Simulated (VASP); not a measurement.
**InSb: single point with PBE**

The system is InSb.

```xyz
2
Lattice="-2.9089 2.9089 1.4884 2.9089 -2.9089 1.4884 2.9089 2.9089 -1.4884" Properties=species:S:1:pos:R:3 pbc="T T T"
In    2.9089    0.0000    0.7442
Sb    0.0000    0.0000    0.0000
```

| Item | Value |
| --- | --- |
| Program | VASP 6.6.1 |
| Task | single point |
| Functional | PBE |
| Potentials or basis | VASP PAW PBE potentials, release 64 (In_d, Sb) |
| Cutoff | 520 eV |
| k mesh | 16 × 16 × 16 |
| Occupations | gaussian, width 0.15 eV |
| Spin | no spin polarisation |

| Item | Value |
| --- | --- |
| Pressure | 7.5 GPa |
| Band gap on the k mesh | zero (bands 9 and 10 overlap by 4.30 eV) |

Stress tensor (GPa, compression positive):
```
 5.36  0.00  0.00
 0.00  5.36  0.00
 0.00  0.00 11.82
```

Levels at points of the mesh, in eV from the Fermi level:
```csv
k point,band 6,band 7,band 8,band 9,band 10,band 11,band 12,band 13
"(0.00, 0.00, 0.00)",-12.16,-3.65,-2.59,-2.59,2.88,6.31,6.31,6.34
"(0.50, 0.00, 0.00)",-7.79,-5.33,-2.24,-1.31,-1.12,2.52,3.17,5.25
"(0.50, 0.50, 0.00)",-11.00,-8.08,-0.79,1.25,1.43,1.60,5.70,9.13
"(0.50, 0.50, 0.50)",-9.90,-6.00,-5.29,-5.29,5.28,7.25,9.05,9.05
```

Run time: 5.9 min on 1 thread of Intel Xeon 8259CL, on a shared host, peak memory 0.44 GiB.

Caveat: the stress differs along the axes, from 5 to 12 GPa; spin-orbit coupling is left out, which moves the levels of the heavy elements.
